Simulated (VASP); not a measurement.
# LaTe (R-3m) in VASP: further runs

LaTe is run at these levels: LDA; tasks: electric field gradients.

Program: VASP 6.6.1. These are calculated values, not measurements. Logs are shortened: lines on timing, memory, paths and dates and some standing lists are left out, and cuts for length are marked.

## Step 1: The cell of the first run

The structure is trigonal, space group R-3m (No. 166). Conventional cell: a = 4.518 Å, b = 4.518 Å, c = 11.234 Å, α = 90.00°, β = 90.00°, γ = 120.00°. Within 4.2 Å of La (site symmetry -3m) lie 6 Te at 3.21 Å. Te (site symmetry -3m) has 6 La at 3.21 Å within 4.2 Å.

## Step 2: Electric field gradients, LDA (equal xy, yz and zx shear strains of +1 %)

File INCAR:

```
SYSTEM = LaTe
PREC     = Accurate       ! precision mode
ENCUT    = 520            ! plane-wave cutoff, eV
EDIFF    = 1E-8           ! SCF threshold, eV
ISMEAR   = -1             ! smearing method
SIGMA    = 0.08           ! smearing width, eV
LREAL    = .FALSE.        ! projectors in reciprocal space
LASPH    = .TRUE.         ! aspherical terms in the spheres
NELM     = 100            ! most SCF steps
ALGO     = Normal         ! electronic algorithm
ISIF     = 2              ! what is computed and relaxed
LWAVE    = .FALSE.        ! write WAVECAR
LCHARG   = .FALSE.        ! write CHGCAR
GGA      = CA             ! functional
LEFG     = .TRUE.       
NBANDS   = 16             ! bands
```

File KPOINTS:

```
Automatic mesh
0
G
  10 10 10
  0 0 0
```

File POSCAR:

```
LaTe
1.0
    0.0321100000      3.2270550000      3.2270550000
    3.2270550000      0.0321100000      3.2270550000
    3.2270550000      3.2270550000      0.0321100000
La Te
1 1
Direct
    0.0000000000      0.0000000000      0.0000000000
    0.5000000000      0.5000000000      0.5000000000
```

Potentials or basis: VASP PAW LDA potentials, release 64 (La, Te).

On the command line:

```sh
cat potpaw_LDA.64/La/POTCAR potpaw_LDA.64/Te/POTCAR > POTCAR
mpirun -np 1 vasp_std > vasp.out
```

OUTCAR:

```text
SYSTEM = LaTe
   PREC = Accurate
   ENCUT = 520
   EDIFF = 1E-8
   ISMEAR = -1
   LREAL = .FALSE.
   LASPH = .TRUE.
   NELM = 100
   ISIF = 2
   GGA = CA

 ion  position               nearest neighbor table
   1  0.000  0.000  0.000-   2 3.21   2 3.21   2 3.21   2 3.21   2 3.21   2 3.21
   2  0.500  0.500  0.500-   1 3.21   1 3.21   1 3.21   1 3.21   1 3.21   1 3.21

  LATTYP: Found a trigonal (rhomboedric) cell.
 ALAT       =     4.5638579073
 COS(alpha) =     0.5099250056

  Lattice vectors:

 A1 = (   0.0321100000,   3.2270550000,   3.2270550000)
 A2 = (   3.2270550000,   0.0321100000,   3.2270550000)
 A3 = (   3.2270550000,   3.2270550000,   0.0321100000)

Analysis of symmetry for initial positions (statically):
=====================================================================
 Subroutine PRICEL returns:
 Original cell was already a primitive cell.

 Routine SETGRP: Setting up the symmetry group for a
 trigonal (rhombohedral) supercell.

 Subroutine GETGRP returns: Found 12 space group operations
 (whereof 12 operations were pure point group operations)
 out of a pool of 12 trial point group operations.

The static configuration has the point symmetry D_3d.

Analysis of symmetry for dynamics (positions and initial velocities):
=====================================================================
 Subroutine PRICEL returns:
 Original cell was already a primitive cell.

 Routine SETGRP: Setting up the symmetry group for a
 trigonal (rhombohedral) supercell.

 Subroutine GETGRP returns: Found 12 space group operations
 (whereof 12 operations were pure point group operations)
 out of a pool of 12 trial point group operations.

The dynamic configuration has the point symmetry D_3d.

 Subroutine INISYM returns: Found 12 space group operations
 (whereof 12 operations are pure point group operations),
 and found     1 'primitive' translations

----------------------------------------------------------------------------------------

                                     Primitive cell

  volume of cell :      66.2092

  direct lattice vectors                    reciprocal lattice vectors
     0.032110000  3.227055000  3.227055000    -0.157271955  0.155722478  0.155722478
[... 126 lines left out ...]
 Free energy of the ion-electron system (eV)
  ---------------------------------------------------
  ext. energy  EPLUGINS =         0.00000000
  ---------------------------------------------------
  free energy    TOTEN  =       -12.62184452 eV

  energy without entropy =      -12.58964396  energy(sigma->0) =      -12.60574424

 E-fermi :   8.2338     XC(G=0):  -9.7838

 val. band max:        8.2336970033   @ k =  -0.4000   0.3000   0.0000
 cond. band min:       8.2446233806   @ k =  -0.1000   0.1000   0.0000
 fundamental gap:      0.0109263773
 Fermi energy:         8.2337689491

 k-point     1 :       0.0000    0.0000    0.0000
  band No.  band energies     occupation
      1     -25.0351      2.00000
      2      -8.7503      2.00000
      3      -8.7371      2.00000
      4      -8.7371      2.00000
      5      -4.1000      2.00000
      6       5.9183      2.00000
[... 433 lines left out ...]
      3      -8.8393      2.00000
      4      -8.8378      2.00000
      5      -3.5759      2.00000
      6       4.0372      2.00000
[... 8 lines left out ...]
     15       9.6907      0.00000
     16       9.8566      0.00000

 [... further k-points ...]

------------------------ aborting loop because EDIFF is reached ----------------------------------------

  FORCE on cell =-STRESS in cart. coord.  units (eV):
  Direction    XX          YY          ZZ          XY          YZ          ZX
  --------------------------------------------------------------------------------------
  -------------------------------------------------------------------------------------
  Total       -0.8794238     -0.8794238     -0.8794238     -0.0354275     -0.0354275     -0.0354275
  in kB      -21.2809188    -21.2809188    -21.2809188     -0.8573004     -0.8573004     -0.8573004
  external PRESSURE =     -21.2809188 kB  Pullay stress =       0.0000000 kB

 VOLUME and BASIS-vectors are now :
 -----------------------------------------------------------------------------
  energy-cutoff  :      520.00
  volume of cell :       66.21
      direct lattice vectors                 reciprocal lattice vectors
     0.032110000  3.227055000  3.227055000    -0.157271955  0.155722478  0.155722478
     3.227055000  0.032110000  3.227055000     0.155722478 -0.157271955  0.155722478
     3.227055000  3.227055000  0.032110000     0.155722478  0.155722478 -0.157271955

 POSITION                                       TOTAL-FORCE (eV/Angst)
 -----------------------------------------------------------------------------------
      0.00000      0.00000      0.00000        -0.000000      0.000000     -0.000000
      3.24311      3.24311      3.24311         0.000000     -0.000000      0.000000
 -----------------------------------------------------------------------------------
    total drift:                                0.000000      0.000000      0.000000

  FREE ENERGIE OF THE ION-ELECTRON SYSTEM (eV)
  ---------------------------------------------------
  free  energy   TOTEN  =       -12.6218445217 eV

  energy  without entropy=      -12.5896439566  energy(sigma->0) =      -12.60574424

 Electric field gradients (V/A^2)
---------------------------------------------------------------------
 ion       V_xx      V_yy      V_zz      V_xy      V_xz      V_yz
---------------------------------------------------------------------
   1      -0.000    -0.000     0.000    -0.903    -0.903    -0.903
   2      -0.000     0.000    -0.000     1.571     1.571     1.571
---------------------------------------------------------------------

 Electric field gradients after diagonalization (V/A^2)
 (convention: |V_zz| > |V_xx| > |V_yy|)
----------------------------------------------------------------------
 ion       V_xx      V_yy      V_zz     asymmetry (V_yy - V_xx)/ V_zz
----------------------------------------------------------------------
   1       0.903     0.903    -1.806       0.000
   2      -1.571    -1.571     3.142       0.000
----------------------------------------------------------------------

           NMR quadrupolar parameters

 Cq : quadrupolar parameter    Cq=e*Q*V_zz/h
 eta: asymmetry parameters     (V_yy - V_xx)/ V_zz
 Q  : nuclear electric quadrupole moment in mb (millibarn)
----------------------------------------------------------------------
 ion       Cq(MHz)       eta       Q (mb)
----------------------------------------------------------------------
   1      -0.004       0.000       1.000
   2       0.008       0.000       1.000
----------------------------------------------------------------------
```

stdout:

```text
POSCAR found type information on POSCAR LaTe
 POSCAR found :  2 types and       2 ions
 scaLAPACK will be used
 LDA part: xc-table for (Slater(with rela. corr.)+CA(PZ))
 , standard interpolation
 POSCAR, INCAR and KPOINTS ok, starting setup
 FFT: planning ... GRIDC
 FFT: planning ... GRID_SOFT
 FFT: planning ... GRID
 WAVECAR not read
 entering main loop
ion   1

ion   2
```

Wall time 2.8 min (1 thread of Intel Xeon Platinum 8259CL at 2.50GHz (Skylake/Cascade Lake), shared host); peak memory 0.29 GiB.

What came out:

- Free energy: -12.6218 eV
- Pressure: -2.1 GPa
- Band gap on the k mesh: zero (an odd number of electrons rules out a gap without spin polarisation)
- Largest electric field gradient by atom: La -1.8; Te +3.1 V/Å²

Electric field gradients, principal values (V/Å²):
```tsv
atom	least	middle	greatest (by size)
1 La	0.903	0.903	-1.806
2 Te	-1.571	-1.571	3.142
```

Caveat: the cell differs from its parent crystal (equal xy, yz and zx shear strains of +1 %); without QUAD_EFG the Cq values of the log hold for a quadrupole moment of 1 mb, not for the nuclei; spin-orbit coupling is left out, which moves the levels of the heavy elements.

## Step 3: Electric field gradients, LDA (equal xy, yz and zx shear strains of +2 %)

File INCAR:

```
ALGO = Normal
EDIFF = 1E-8
ENCUT = 520
ISIF = 2
ISMEAR = -1
LASPH = T
LCHARG = F
LEFG = T
LREAL = F
LWAVE = F
NBANDS = 16
NELM = 80
PREC = Accurate
SIGMA = 0.08
```

File KPOINTS:

```
k-points
0
Gamma
  10 10 10
```

File POSCAR:

```
LaTe
1.0
    0.0642200000      3.2431100000      3.2431100000
    3.2431100000      0.0642200000      3.2431100000
    3.2431100000      3.2431100000      0.0642200000
La Te
1 1
Direct
    0.0000000000      0.0000000000      0.0000000000
    0.5000000000      0.5000000000      0.5000000000
```

Potentials or basis: VASP PAW LDA potentials, release 64 (La, Te).

On the command line:

```sh
cat potpaw_LDA.64/La/POTCAR potpaw_LDA.64/Te/POTCAR > POTCAR
mpirun -np 1 vasp_std > vasp.out
```

OUTCAR:

```text
EDIFF = 1E-8
   ENCUT = 520
   ISIF = 2
   ISMEAR = -1
   LASPH = T
   LREAL = F
   NELM = 80
   PREC = Accurate

 ion  position               nearest neighbor table
   1  0.000  0.000  0.000-   2 3.21   2 3.21   2 3.21   2 3.21   2 3.21   2 3.21
   2  0.500  0.500  0.500-   1 3.21   1 3.21   1 3.21   1 3.21   1 3.21   1 3.21

  LATTYP: Found a trigonal (rhomboedric) cell.
 ALAT       =     4.5868997321
 COS(alpha) =     0.5197000882

  Lattice vectors:

 A1 = (   0.0642200000,   3.2431100000,   3.2431100000)
 A2 = (   3.2431100000,   0.0642200000,   3.2431100000)
 A3 = (   3.2431100000,   3.2431100000,   0.0642200000)

Analysis of symmetry for initial positions (statically):
=====================================================================
 Subroutine PRICEL returns:
 Original cell was already a primitive cell.

 Routine SETGRP: Setting up the symmetry group for a
 trigonal (rhombohedral) supercell.

[... 643 lines left out ...]
  energy-cutoff  :      520.00
  volume of cell :       66.19
      direct lattice vectors                 reciprocal lattice vectors
     0.064220000  3.243110000  3.243110000    -0.158829642  0.155745571  0.155745571
     3.243110000  0.064220000  3.243110000     0.155745571 -0.158829642  0.155745571
     3.243110000  3.243110000  0.064220000     0.155745571  0.155745571 -0.158829642

 POSITION                                       TOTAL-FORCE (eV/Angst)
 -----------------------------------------------------------------------------------
      0.00000      0.00000      0.00000        -0.000000      0.000000      0.000000
      3.27522      3.27522      3.27522         0.000000     -0.000000     -0.000000
 -----------------------------------------------------------------------------------
    total drift:                                0.000000      0.000000      0.000000

  FREE ENERGIE OF THE ION-ELECTRON SYSTEM (eV)
  ---------------------------------------------------
  free  energy   TOTEN  =       -12.6204879822 eV

  energy  without entropy=      -12.5886906837  energy(sigma->0) =      -12.60458933

 Electric field gradients (V/A^2)
---------------------------------------------------------------------
 ion       V_xx      V_yy      V_zz      V_xy      V_xz      V_yz
---------------------------------------------------------------------
   1      -0.000     0.000    -0.000    -1.805    -1.805    -1.805
   2      -0.000    -0.000     0.000     3.175     3.175     3.175
---------------------------------------------------------------------

 Electric field gradients after diagonalization (V/A^2)
 (convention: |V_zz| > |V_xx| > |V_yy|)
----------------------------------------------------------------------
 ion       V_xx      V_yy      V_zz     asymmetry (V_yy - V_xx)/ V_zz
----------------------------------------------------------------------
   1       1.805     1.805    -3.610       0.000
   2      -3.175    -3.175     6.351       0.000
----------------------------------------------------------------------

           NMR quadrupolar parameters

 Cq : quadrupolar parameter    Cq=e*Q*V_zz/h
 eta: asymmetry parameters     (V_yy - V_xx)/ V_zz
 Q  : nuclear electric quadrupole moment in mb (millibarn)
----------------------------------------------------------------------
 ion       Cq(MHz)       eta       Q (mb)
----------------------------------------------------------------------
   1      -0.009       0.000       1.000
   2       0.015       0.000       1.000
----------------------------------------------------------------------
```

OSZICAR:

```text
N       E                     dE             d eps       ncg     rms          rms(c)
DAV:   1     0.134244896622E+03    0.13424E+03   -0.58033E+03  3736   0.126E+03
DAV:   2     0.260327692445E+01   -0.13164E+03   -0.11808E+03  4680   0.189E+02
DAV:   3    -0.119063438920E+02   -0.14510E+02   -0.14202E+02  5232   0.963E+01
DAV:   4    -0.126868400970E+02   -0.78050E+00   -0.77600E+00  6584   0.176E+01
DAV:   5    -0.127064429572E+02   -0.19603E-01   -0.19559E-01  4792   0.245E+00    0.377E+00
DAV:   6    -0.126354887609E+02    0.70954E-01   -0.26284E-01  6024   0.436E+00    0.245E+00
DAV:   7    -0.126231686902E+02    0.12320E-01   -0.17565E-02  4640   0.741E-01    0.112E+00
DAV:   8    -0.126206770982E+02    0.24916E-02   -0.66888E-03  6456   0.443E-01    0.123E-01
DAV:   9    -0.126205174835E+02    0.15961E-03   -0.21382E-03  5992   0.232E-01    0.530E-02
DAV:  10    -0.126204922332E+02    0.25250E-04   -0.12422E-04  6152   0.841E-02    0.383E-02
DAV:  11    -0.126204885807E+02    0.36524E-05   -0.74319E-05  6488   0.542E-02    0.801E-03
DAV:  12    -0.126204881275E+02    0.45322E-06   -0.37471E-06  6304   0.158E-02    0.556E-03
DAV:  13    -0.126204880096E+02    0.11788E-06   -0.58526E-07  6432   0.607E-03    0.160E-03
DAV:  14    -0.126204879857E+02    0.23935E-07   -0.41983E-07  6064   0.330E-03    0.103E-03
DAV:  15    -0.126204879822E+02    0.34765E-08   -0.14706E-08  4112   0.961E-04
   1 F= -.12620488E+02 E0= -.12604589E+02  d E =-.317973E-01
```

stdout:

```text
POSCAR found type information on POSCAR LaTe
 POSCAR found :  2 types and       2 ions
 scaLAPACK will be used
 LDA part: xc-table for (Slater(with rela. corr.)+CA(PZ))
 , standard interpolation
 POSCAR, INCAR and KPOINTS ok, starting setup
 FFT: planning ... GRIDC
 FFT: planning ... GRID_SOFT
 FFT: planning ... GRID
 WAVECAR not read
 entering main loop
ion   1

ion   2
```

Run time: 2.5 min. Hardware: 1 thread of Intel Xeon Platinum 8259CL at 2.50GHz (Skylake/Cascade Lake), shared host; peak memory 0.29 GiB.

Results:

```yaml
Free_energy: -12.6205 eV
Pressure: -2.1 GPa
Band_gap_on_the_k_mesh: zero (an odd number of electrons rules out a gap without spin polarisation)
Largest_electric_field_gradient_by_atom: La -3.6; Te +6.4 V/Å²
```

Stress tensor (GPa, compression positive):
```
-2.13 -0.17 -0.17
-0.17 -2.13 -0.17
-0.17 -0.17 -2.13
```

Levels at points of the mesh, in eV from the Fermi level:
```
           k point  band 4  band 5  band 6  band 7  band 8  band 9  band 10  band 11  band 12  band 13
(0.00, 0.00, 0.00)  -16.96  -12.33   -2.35   -2.24   -2.24   -0.17     0.07     0.07     0.68     0.68
(0.50, 0.00, 0.00)  -16.99  -11.19   -5.24   -3.98   -3.84    0.75     1.07     1.09     1.30     1.31
(0.50, 0.50, 0.00)  -17.08  -11.99   -3.60   -2.72   -2.63   -1.61     1.18     1.18     1.25     1.26
(0.50, 0.50, 0.50)  -16.97  -11.21   -5.24   -3.77   -3.77    0.74     1.09     1.09     1.29     1.29
```

Electric field gradients, principal values (V/Å²):
```tsv
atom	least	middle	greatest (by size)
1 La	1.805	1.805	-3.610
2 Te	-3.175	-3.175	6.351
```

Caveat: the cell differs from its parent crystal (equal xy, yz and zx shear strains of +2 %); without QUAD_EFG the Cq values of the log hold for a quadrupole moment of 1 mb, not for the nuclei; spin-orbit coupling is left out, which moves the levels of the heavy elements.
